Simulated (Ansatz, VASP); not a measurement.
# MgO: VASP beside Ansatz

INCAR

```
PREC = Accurate
ENCUT = 520
EDIFF = 1E-6
ISMEAR = 0
SIGMA = 0.05
LREAL = False
LASPH = True
NELM = 100
ALGO = Normal
ISIF = 2
LWAVE = False
LCHARG = False
GGA = PS
NBANDS = 16
```

KPOINTS

```
Automatic mesh
0
Gamma
  9 9 6
```

Contents of POSCAR:

```
MgO
1.0
    3.4769000000      0.0000000000      0.0000000000
   -1.7384500000      3.0110837264      0.0000000000
    0.0000000000      0.0000000000      5.0193879762
Mg O
2 2
Direct
    0.3333333333      0.6666666667      0.0036583380
    0.6666666667      0.3333333333      0.5036583380
    0.3333333333      0.6666666667      0.4009416620
    0.6666666667      0.3333333333      0.9009416620
```

Input for Ansatz:

```yaml
crystal:
  lattice:
    - [3.4769, 0.0, 0.0]
    - [-1.73845, 3.0110837264, 0.0]
    - [0.0, 0.0, 5.0193879762]
  atoms:
    - { symbol: Mg, position: [0.3333333333, 0.6666666667, 0.003658338] }
    - { symbol: Mg, position: [0.6666666667, 0.3333333333, 0.503658338] }
    - { symbol: O, position: [0.3333333333, 0.6666666667, 0.400941662] }
    - { symbol: O, position: [0.6666666667, 0.3333333333, 0.900941662] }
basis:
  ecutwfc: 520.0
kpoints:
  mp_grid: { grid: [9, 9, 6] }
hamiltonian:
  xc: pbesol
  pseudopotentials: { kind: paw, azcp: { folder: soft_1 } }
scf:
  occupations: { method: gaussian, width: 0.05 }
output:
  forces: true
  stress: true
  eigenvalues: true
```

Alike in both runs: task single point; functional PBEsol; k mesh 9 × 9 × 6; occupations gaussian, width 0.05 eV; no spin polarisation.

|  | VASP | Ansatz |
| --- | --- | --- |
| version | VASP 6.6.1 | Ansatz 0.2.0 |
| potentials or method | VASP PAW PBE potentials, release 64 (Mg, O), cutoff 520 eV | scalar-relativistic, plane waves, PAW |
| valence electrons in the cell | 16 | 32 |

Ansatz gave:

| Quantity | Value |
| --- | --- |
| gap on the k mesh at the Fermi level (eV) | 2.78 |
| least direct gap on the mesh (eV) | 2.78 |
| pressure (GPa) | -10.1 |
| traceless stress, the component that is largest in VASP (GPa) | 5.47 |
| rms of the force components (eV/Å) | 0.172 |

Task: What did VASP give for the same quantities?

Result: gap on the k mesh at the Fermi level (eV): 2.77; least direct gap on the mesh (eV): 2.77; pressure (GPa): -10.5; traceless stress, the component that is largest in VASP (GPa): 5.57; rms of the force components (eV/Å): 0.173.

VASP's potentials were made for PBE, not for PBEsol, and Ansatz warns of the same on its side. Atom by atom the forces differ by 0.001 eV/Å (rms over components). VASP's potentials hold 16 valence electrons a cell and Ansatz's 32, so a difference there can come from the potentials and not from the codes.
